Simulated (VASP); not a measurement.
# CO2 (Cmce) in VASP: further runs

Runs on CO2. Level: LDA. Tasks: single point.

Everything below comes from runs of VASP 6.6.1. Logs are shortened: lines on timing, memory, paths and dates and some standing lists are left out, and cuts for length are marked.

## 1. The cell of the first run

Symmetry: Cmce, No. 64, orthorhombic system. The conventional cell has a = 5.134 Å, b = 4.648 Å, c = 6.219 Å, α = 90.00°, β = 90.00°, γ = 90.00°. Within 1.6 Å of C (site symmetry 2/m) lie 2 O at 1.16 Å. Within 1.6 Å of O (site symmetry m) lie 1 C at 1.16 Å.

## 2. Single point, LDA

Input file INCAR:

```
PREC     = Accurate       # precision mode
ENCUT    = 520            # plane-wave cutoff, eV
EDIFF    = 1E-6           # SCF threshold, eV
ISMEAR   = 0              # smearing method
SIGMA    = 0.02           # smearing width, eV
LREAL    = F              # projectors in reciprocal space
LASPH    = T              # aspherical terms in the spheres
NELM     = 60             # most SCF steps
ALGO     = Normal         # electronic algorithm
ISIF     = 2              # what is computed and relaxed
LWAVE    = F              # write WAVECAR
LCHARG   = T              # write CHGCAR
LELF     = T              # ELF
LVHAR    = T            
NBANDS   = 25             # bands
```

Input file KPOINTS:

```
Automatic mesh
0
Gamma
  6 6 4
```

Input file POSCAR:

```
CO2
1.0
    2.5668493656     -2.3239866675      0.0000000000
    2.5668493656      2.3239866675      0.0000000000
    0.0000000000      0.0000000000      6.2186627149
C O
2 4
Direct
    0.0000000000      0.0000000000      0.0000000000
    0.5000000000      0.5000000000      0.5000000000
    0.7973558716      0.2026441284      0.8910102696
    0.2026441284      0.7973558716      0.1089897304
    0.7026441284      0.2973558716      0.3910102696
    0.2973558716      0.7026441284      0.6089897304
```

Potentials or basis: VASP PAW LDA potentials, release 64 (C, O).

The run is started by

```console
$ cat potpaw_LDA.64/C/POTCAR potpaw_LDA.64/O/POTCAR > POTCAR
$ mpirun -np 1 vasp_std > vasp.out
```

OUTCAR:

```text
PREC = Accurate
   ENCUT = 520
   EDIFF = 1E-6
   ISMEAR = 0
   LREAL = F
   LASPH = T
   NELM = 60
   ISIF = 2

 ion  position               nearest neighbor table
   1  0.000  0.000  0.000-   3 1.16   4 1.16
   2  0.500  0.500  0.500-   5 1.16   6 1.16
   3  0.797  0.203  0.891-   1 1.16
   4  0.203  0.797  0.109-   1 1.16
   5  0.703  0.297  0.391-   2 1.16
   6  0.297  0.703  0.609-   2 1.16

  LATTYP: Found a base centered orthorhombic cell.
 ALAT       =     4.6479733350
 B/A-ratio  =     1.1045026211
 C/A-ratio  =     1.3379299464

  Lattice vectors:

 A1 = (  -2.5668493656,  -2.3239866675,   0.0000000000)
 A2 = (   2.5668493656,  -2.3239866675,   0.0000000000)
 A3 = (   0.0000000000,   0.0000000000,   6.2186627149)

Analysis of symmetry for initial positions (statically):
=====================================================================
 Subroutine PRICEL returns:
 Original cell was already a primitive cell.

 Routine SETGRP: Setting up the symmetry group for a
 base centered orthorhombic supercell.

 Subroutine GETGRP returns: Found  8 space group operations
 (whereof  4 operations were pure point group operations)
 out of a pool of  8 trial point group operations.

The static configuration has the point symmetry C_2h.
 The point group associated with its full space group is D_2h.

Analysis of symmetry for dynamics (positions and initial velocities):
=====================================================================
 Subroutine PRICEL returns:
 Original cell was already a primitive cell.

 Routine SETGRP: Setting up the symmetry group for a
 base centered orthorhombic supercell.

 Subroutine GETGRP returns: Found  8 space group operations
 (whereof  4 operations were pure point group operations)
 out of a pool of  8 trial point group operations.

The dynamic configuration has the point symmetry C_2h.
 The point group associated with its full space group is D_2h.

 Subroutine INISYM returns: Found  8 space group operations
 (whereof  4 operations are pure point group operations),
 and found     1 'primitive' translations

----------------------------------------------------------------------------------------

                                     Primitive cell

  volume of cell :      74.1927

  direct lattice vectors                    reciprocal lattice vectors
     2.566849366 -2.323986667  0.000000000     0.194791329 -0.215147534  0.000000000
     2.566849366  2.323986667  0.000000000     0.194791329  0.215147534  0.000000000
     0.000000000  0.000000000  6.218662715     0.000000000  0.000000000  0.160806277

  length of vectors
     3.462604467  3.462604467  6.218662715     0.290227709  0.290227709  0.160806277

  position of ions in fractional coordinates (direct lattice)
     0.000000000  0.000000000  0.000000000
     0.500000000  0.500000000  0.500000000
     0.797355872  0.202644128  0.891010270
     0.202644128  0.797355872  0.108989730
     0.702644128  0.297355872  0.391010270
     0.297355872  0.702644128  0.608989730

  ion indices of the primitive-cell ions
   primitive index   ion index
                 1           1
                 2           2
                 3           3
                 4           4
                 5           5
                 6           6

----------------------------------------------------------------------------------------

 KPOINTS: Automatic mesh

Automatic generation of k-mesh.
 Grid dimensions read from file:
 generate k-points for:    6    6    4

 Generating k-lattice:

  Cartesian coordinates                     Fractional coordinates (reciprocal lattice)
     0.032465222 -0.035857922  0.000000000     0.166666667 -0.000000000  0.000000000
     0.032465222  0.035857922  0.000000000    -0.000000000  0.166666667  0.000000000
     0.000000000  0.000000000  0.040201569     0.000000000  0.000000000  0.250000000

  Length of vectors
     0.048371285  0.048371285  0.040201569

  Shift w.r.t. Gamma in fractional coordinates (k-lattice)
     0.000000000  0.000000000  0.000000000

 Subroutine IBZKPT returns following result:
 ===========================================

 Found     39 irreducible k-points:

 Following reciprocal coordinates:
            Coordinates               Weight
  0.000000  0.000000  0.000000      1.000000
  0.166667  0.000000  0.000000      4.000000
  0.333333  0.000000  0.000000      4.000000
  0.500000  0.000000  0.000000      2.000000
  0.166667  0.166667  0.000000      2.000000
  0.333333  0.166667  0.000000      4.000000
[... 16 lines left out ...]
  0.333333  0.333333  0.250000      4.000000
  0.500000  0.333333  0.250000      8.000000
 [... further k-points ...]
   k-points           NKPTS =     39   k-points in BZ     NKDIM =     39   number of bands    NBANDS=     25
   number of dos      NEDOS =    301   number of ions     NIONS =      6
   total plane-waves  NPLWV =  37632
   dimension x,y,z NGX =    28 NGY =   28 NGZ =   48
   dimension x,y,z NGXF=    56 NGYF=   56 NGZF=   96
   ions per type =               2   4
   NGX,Y,Z   is equivalent  to a cutoff of  13.44, 13.44, 12.83 a.u.
   NGXF,Y,Z  is equivalent  to a cutoff of  26.89, 26.89, 25.66 a.u.
 SYSTEM =  unknown system
   PREC   = accura    normal or accurate (medium, high low for compatibility)
   ISTART =      0    job   : 0-new  1-cont  2-samecut
   ICHARG =      2    charge: 1-file 2-atom 10-const
   ISPIN  =      1    spin polarized calculation?
   LNONCOLLINEAR =      F non collinear calculations
   LSORBIT =      F    spin-orbit coupling
   LASPH  =      T    aspherical Exc in radial PAW
   ENCUT  =  520.0 eV  38.22 Ry    6.18 a.u.   6.44  6.44 11.56*2*pi/ulx,y,z
   NELM   =     60;   NELMIN=  2; NELMDL= -5     # of ELM steps
   EDIFF  = 0.1E-05   stopping-criterion for ELM
   LREAL  =      F    real-space projection
   EDIFFG = 0.1E-04   stopping-criterion for IOM
   NSW    =      0    number of steps for IOM
   IBRION =     -1    ionic relax: 0-MD 1-quasi-New 2-CG
   NFREE  =      0    steps in history (QN), initial steepest desc. (CG)
   ISIF   =      2    stress and relaxation
   ISYM   =      2    0-nonsym 1-usesym 2-fastsym
   POTIM  = 0.5000    time-step for ionic-motion
   TEBEG  =    0.0;   TEEND  =   0.0 temperature during run
   PSTRESS=    0.0 pullay stress
   NELECT =      32.0000    total number of electrons
   NUPDOWN=      -1.0000    fix difference up-down
   EMIN   =  10.00;   EMAX   =-10.00  energy-range for DOS
   EFERMI =   0.00;   METHOD = LEGACY
   ISMEAR =     0;   SIGMA  =   0.02  broadening in eV -4-tet -1-fermi 0-gaus
   EFERMI_NEDOS =   21; number of points for ismear=-14 and -15
   IALGO  =     38    algorithm
   IMIX   =      4    mixing-type and parameters
     AMIX     =   0.40;   BMIX     =  1.00
     AMIX_MAG =   1.60;   BMIX_MAG =  1.00
  volume/ion in A,a.u.               =      12.37        83.45
  Fermi-wavevector in a.u.,A,eV,Ry     =   1.236909  2.337419 20.816157  1.529944
  Thomas-Fermi vector in A             =   2.371498
   LORBIT       =      0    0 simple, 1 ext, 2 COOP (PROOUT), +10 PAW based schemes
   GGA     = CA    functional components
   LHFCALC =     F    Hartree Fock is set to
   AEXX    =    0.0000 exact exchange contribution
   IVDW    =     0    specifies the selected vdW correction
   LEPSILON=     F    determine dielectric tensor
   LRPA    =     F    only Hartree local field effects (RPA)
 non-spin polarized calculation
 Gauss-broadening in eV      SIGMA  =   0.02
  energy-cutoff  :      520.00
  volume of cell :       74.19
 maximum number of plane-waves:      2019
 NGX is ok and might be reduce to    28
   NGX = 13   NGY = 13   NGZ = 23

 number of electron      32.0000001 magnetization

 Free energy of the ion-electron system (eV)
  ---------------------------------------------------
  ext. energy  EPLUGINS =         0.00000000
  ---------------------------------------------------
  free energy    TOTEN  =       -49.75825911 eV

  energy without entropy =      -49.75825911  energy(sigma->0) =      -49.75825911

 E-fermi :  -2.3709     XC(G=0):  -9.4031

 val. band max:       -2.5334644526   @ k =   0.5000   0.5000   0.0000
 cond. band min:       3.9090368920   @ k =   0.0000   0.0000   0.0000
 fundamental gap:      6.4425013446
 Fermi energy:        -2.3708770678

 k-point     1 :       0.0000    0.0000    0.0000
  band No.  band energies     occupation
      1     -23.4659      2.00000
      2     -23.1914      2.00000
      3     -22.2033      2.00000
      4     -22.0972      2.00000
      5      -8.0782      2.00000
      6      -7.7534      2.00000
[... 17 lines left out ...]
     24      13.2313      0.00000
     25      13.9571      0.00000

 k-point     2 :       0.1667    0.0000    0.0000
  band No.  band energies     occupation
      1     -23.4113      2.00000
      2     -23.1674      2.00000
      3     -22.2120      2.00000
      4     -22.1257      2.00000
      5      -8.2311      2.00000
      6      -7.7363      2.00000
[... 17 lines left out ...]
     24      12.4495      0.00000
     25      13.6615      0.00000

 k-point     3 :       0.3333    0.0000    0.0000
  band No.  band energies     occupation
      1     -23.2796      2.00000
      2     -23.1296      2.00000
      3     -22.2323      2.00000
      4     -22.1912      2.00000
      5      -8.3547      2.00000
      6      -7.8998      2.00000
[... 17 lines left out ...]
     24      11.5970      0.00000
     25      12.3275      0.00000

 k-point     4 :       0.5000    0.0000    0.0000
  band No.  band energies     occupation
      1     -23.1587      2.00000
      2     -23.1587      2.00000
      3     -22.2369      2.00000
      4     -22.2369      2.00000
      5      -8.2492      2.00000
      6      -8.2492      2.00000
[... 17 lines left out ...]
     24      11.2766      0.00000
     25      11.7971      0.00000

 k-point     5 :       0.1667    0.1667    0.0000
  band No.  band energies     occupation
      1     -23.3774      2.00000
      2     -23.1347      2.00000
      3     -22.2164      2.00000
      4     -22.1436      2.00000
      5      -7.9496      2.00000
      6      -7.8989      2.00000
[... 17 lines left out ...]
     24      13.0460      0.00000
     25      13.4178      0.00000

 k-point     6 :       0.3333    0.1667    0.0000
  band No.  band energies     occupation
      1     -23.2677      2.00000
      2     -23.0850      2.00000
      3     -22.2330      2.00000
      4     -22.2001      2.00000
      5      -8.1976      2.00000
      6      -8.0310      2.00000
[... 17 lines left out ...]
     24      12.1227      0.00000
     25      12.5756      0.00000
[... 393 lines left out ...]
 k-point    21 :      -0.3333    0.1667    0.2500
  band No.  band energies     occupation
      1     -23.1962      2.00000
      2     -23.1377      2.00000
      3     -22.2396      2.00000
      4     -22.2153      2.00000
      5      -8.2562      2.00000
      6      -7.8652      2.00000
[... 17 lines left out ...]
     24      11.6459      0.00000
     25      11.8309      0.00000

 k-point    22 :      -0.1667    0.1667    0.2500
  band No.  band energies     occupation
      1     -23.3171      2.00000
      2     -23.1827      2.00000
      3     -22.2115      2.00000
      4     -22.1640      2.00000
      5      -8.2762      2.00000
      6      -7.6602      2.00000
[... 17 lines left out ...]
     24      11.9403      0.00000
     25      12.8311      0.00000

 k-point    23 :       0.3333    0.3333    0.2500
  band No.  band energies     occupation
      1     -23.1704      2.00000
      2     -23.0473      2.00000
      3     -22.2403      2.00000
      4     -22.2355      2.00000
      5      -8.3051      2.00000
      6      -8.1800      2.00000
[... 17 lines left out ...]
     24      11.9374      0.00000
     25      12.2449      0.00000

 k-point    24 :       0.5000    0.3333    0.2500
  band No.  band energies     occupation
      1     -23.1056      2.00000
      2     -23.0244      2.00000
      3     -22.2650      2.00000
      4     -22.2532      2.00000
      5      -8.3335      2.00000
      6      -8.0936      2.00000
[... 17 lines left out ...]
     24      11.1297      0.00000
     25      11.5846      0.00000

 [... further k-points ...]

------------------------ aborting loop because EDIFF is reached ----------------------------------------

  FORCE on cell =-STRESS in cart. coord.  units (eV):
  Direction    XX          YY          ZZ          XY          YZ          ZX
  --------------------------------------------------------------------------------------
  -------------------------------------------------------------------------------------
  Total       -0.1574015      2.2580043      1.0424084      0.0000000     -0.0000000      0.0000000
  in kB       -3.3990560     48.7611947     22.5106217      0.0000000     -0.0000000      0.0000000
  external PRESSURE =      22.6242535 kB  Pullay stress =       0.0000000 kB

 VOLUME and BASIS-vectors are now :
 -----------------------------------------------------------------------------
  energy-cutoff  :      520.00
  volume of cell :       74.19
      direct lattice vectors                 reciprocal lattice vectors
     2.566849366 -2.323986667  0.000000000     0.194791329 -0.215147534  0.000000000
     2.566849366  2.323986667  0.000000000     0.194791329  0.215147534  0.000000000
     0.000000000  0.000000000  6.218662715     0.000000000  0.000000000  0.160806277

 POSITION                                       TOTAL-FORCE (eV/Angst)
 -----------------------------------------------------------------------------------
      0.00000      0.00000      0.00000         0.000000      0.000000      0.000000
      2.56685      0.00000      3.10933         0.000000      0.000000      0.000000
      2.56685     -1.38210      5.54089         0.000000      0.651963     -0.467186
      2.56685      1.38210      0.67777         0.000000     -0.651963      0.467186
      2.56685     -0.94188      2.43156         0.000000     -0.651963     -0.467186
      2.56685      0.94188      3.78710         0.000000      0.651963      0.467186
 -----------------------------------------------------------------------------------
    total drift:                               -0.000000     -0.000000      0.000000

  FREE ENERGIE OF THE ION-ELECTRON SYSTEM (eV)
  ---------------------------------------------------
  free  energy   TOTEN  =       -49.7582591118 eV

  energy  without entropy=      -49.7582591118  energy(sigma->0) =      -49.75825911
```

Wall time 76 s (1 thread of Intel Xeon 6975P-C, shared host); peak memory 0.18 GiB.

What came out:

| Quantity | Value |
| --- | --- |
| Free energy | -49.7583 eV |
| Pressure | 2.3 GPa |
| Largest force | 0.802 eV/Å |
| Band gap on the k mesh | 6.44 eV, indirect (least direct gap 7.13 eV) |

Forces on the atoms (eV/Å):
```
C    0.000  0.000  0.000
C    0.000  0.000  0.000
O    0.000  0.652 -0.467
O    0.000 -0.652  0.467
O    0.000 -0.652 -0.467
O    0.000  0.652  0.467
```

A k mesh can miss the band edges. A hybrid or GW would open this gap; LDA tends to underestimate it.

[end of part 1 of 2]
